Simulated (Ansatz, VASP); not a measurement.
One calculation of NaCl, two programs

```
Na Cl
1.0
     0.00000    2.71848    3.05829
     2.71848    0.00000    3.05829
     2.71848    2.71848    0.00000
Na Cl
1 1
Direct
  0.00000 0.00000 0.00000
  0.50000 0.50000 0.50000
```

Change from the starting cell: strain -0.040 along x and y, +0.080 along z, atoms carried along.

Alike in both runs: task single point; functional PBE; k mesh 8 × 8 × 8; occupations gaussian, width 0.05 eV; no spin polarisation.

|  | VASP | Ansatz |
| --- | --- | --- |
| version | VASP 6.6.1 | Ansatz 0.2.0 |
| potentials or method | VASP PAW PBE potentials, release 64 (Na_pv, Cl), cutoff 520 eV | scalar-relativistic, plane waves, PAW |
| valence electrons in the cell | 14 | 16 |

|  | VASP | Ansatz | Ansatz less VASP |
| --- | --- | --- | --- |
| gap on the k mesh at the Fermi level (eV) | 5.07 | 5.07 | -0.001 |
| least direct gap on the mesh (eV) | 5.07 | 5.07 | -0.001 |
| pressure (GPa) | 1.3 | 1.4 | +0.02 |
| traceless stress, the component that is largest in VASP (GPa) | -2.73 | -2.71 | +0.024 |

VASP's potentials hold 14 valence electrons a cell and Ansatz's 16, so a difference there can come from the potentials and not from the codes.
